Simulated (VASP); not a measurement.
Write the native input for VASP 6.6.1 that does the following.

```
Task                   : single point
Functional             : r2SCAN
Potentials or basis    : VASP PAW PBE potentials, release 64 (Ca_sv, S)
Cutoff                 : 550 eV
k mesh                 : 5 × 5 × 5
Occupations            : gaussian, width 0.01 eV
Spin                   : no spin polarisation
Dipole correction      : no
Further INCAR settings : ALGO = Normal; EDIFF = 1e-06; NBANDS = 15
```

CaS (Oldhamite):

```
Ca S
1.0
     0.00000    2.93477    2.93477
     2.93477    0.00000    2.93477
     2.93477    2.93477    0.00000
Ca S
1 1
Direct
  0.00000 0.00000 0.00000
  0.50000 0.50000 0.50000
```

One way to write it, as run:

POSCAR

```
CaS
1.0
    0.0000000000      2.9347723682      2.9347723682
    2.9347723682      0.0000000000      2.9347723682
    2.9347723682      2.9347723682      0.0000000000
Ca S
1 1
Direct
    0.0000000000      0.0000000000      0.0000000000
    0.5000000000      0.5000000000      0.5000000000
```

INCAR.step1

```
PREC = Accurate
ENCUT = 550
ISMEAR = 0
SIGMA = 0.01
LREAL = False
LASPH = True
NELM = 120
NBANDS = 15
GGA = PE
ALGO = Normal
EDIFF = 1E-5
LWAVE = True
LCHARG = False
GGA_COMPAT = False
```

INCAR.step2

```
PREC = Accurate
ENCUT = 550
EDIFF = 1E-6
ISMEAR = 0
SIGMA = 0.01
LREAL = False
LASPH = True
NELM = 120
ALGO = Normal
ISIF = 2
LWAVE = False
LCHARG = True
METAGGA = R2SCAN
LMIXTAU = True
LELF = True
LVHAR = True
NBANDS = 15
ISTART = 1
GGA_COMPAT = False
```

KPOINTS

```
regular mesh
0
Gamma
  5 5 5
```

Potentials or basis: VASP PAW PBE potentials, release 64 (Ca_sv, S).

Command:

```bash
$ cat potpaw_PBE.64/Ca_sv/POTCAR potpaw_PBE.64/S/POTCAR > POTCAR
$ cp INCAR.step1 INCAR
$ mpirun -np 1 vasp_std > vasp.out
$ cp INCAR.step2 INCAR
$ mpirun -np 1 vasp_std > vasp.out
```

Results of the run:

The pressure is -4.4 GPa and the band gap on the k mesh is 3.10 eV, indirect (least direct gap 3.82 eV).

Caveat: the PAW data sets were made with another functional, which shifts forces and pressure a little.

It took 43 s on 1 thread of AMD EPYC 7R13 Processor (Zen 3), on a shared host, peak memory 0.16 GiB.
